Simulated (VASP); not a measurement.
## AlN: dielectric tensor with r2SCAN

The system is AlN.

```
Al N
1.0
     0.00000    2.18488    2.27227
     2.18488    0.00000    2.27227
     2.18488    2.18488    0.00000
Al N
1 1
Direct
  0.00000 0.00000 0.00000
  0.25000 0.25000 0.25000
```

This cell differs from its parent crystal: uniaxial z strain +4.0%.

```
Program                : VASP 6.6.1
Task                   : dielectric tensor
Functional             : r2SCAN
Potentials or basis    : VASP PAW PBE potentials, release 64 (Al, N)
Cutoff                 : 520 eV
k mesh                 : 8 × 8 × 8
Occupations            : gaussian, width 0.01 eV
Spin                   : no spin polarisation
Dipole correction      : no
Further INCAR settings : ALGO = Normal; EDIFF = 1e-08
```

* Band gap on the k mesh: 3.79 eV (least direct gap 4.45 eV)
* Electronic dielectric tensor (diagonal): 4.32, 4.32, 4.31
* Born charges (mean of the diagonal): Al +2.53; N -2.53 e

Levels at points of the mesh, in eV from the valence-band top:
| k point | band 1 | band 2 | band 3 | band 4 | band 5 | band 6 | band 7 | band 8 |
| --- | --- | --- | --- | --- | --- | --- | --- | --- |
| (0.00, 0.00, 0.00) | -15.57 | -0.18 | 0.00 | 0.00 | 4.45 | 13.03 | 13.03 | 13.09 |
| (0.50, 0.00, 0.00) | -13.67 | -5.79 | -0.72 | -0.37 | 7.70 | 10.47 | 11.36 | 11.98 |
| (0.50, 0.50, 0.00) | -13.19 | -5.14 | -1.61 | -1.61 | 3.97 | 9.57 | 14.09 | 16.58 |
| (0.50, 0.00, 0.50) | -13.03 | -4.77 | -1.94 | -1.92 | 3.79 | 8.95 | 14.79 | 15.67 |

Electronic dielectric tensor:
```
4.32 0.00 0.00
0.00 4.32 0.00
0.00 0.00 4.31
```

Born effective charge tensors (e):
atom 1, Al
```
2.52 0.00 0.00
0.00 2.52 0.00
0.00 0.00 2.55
```
atom 2, N
```
-2.52  0.00  0.00
 0.00 -2.52  0.00
 0.00  0.00 -2.55
```

Dipole moments of the cell (e·Å, modulo the quantum): ionic 5.462, 5.462, 5.681; electronic 0.000, 0.000, 0.004

Run time: 14 min on 1 thread of Intel(R) Xeon(R) Platinum 8259CL CPU @ 2.50GHz (Skylake/Cascade Lake) (shared host), peak memory 0.3 GiB.

Caveat: the cell differs from its parent crystal (uniaxial z strain +4.0%). A k mesh can miss the band edges.
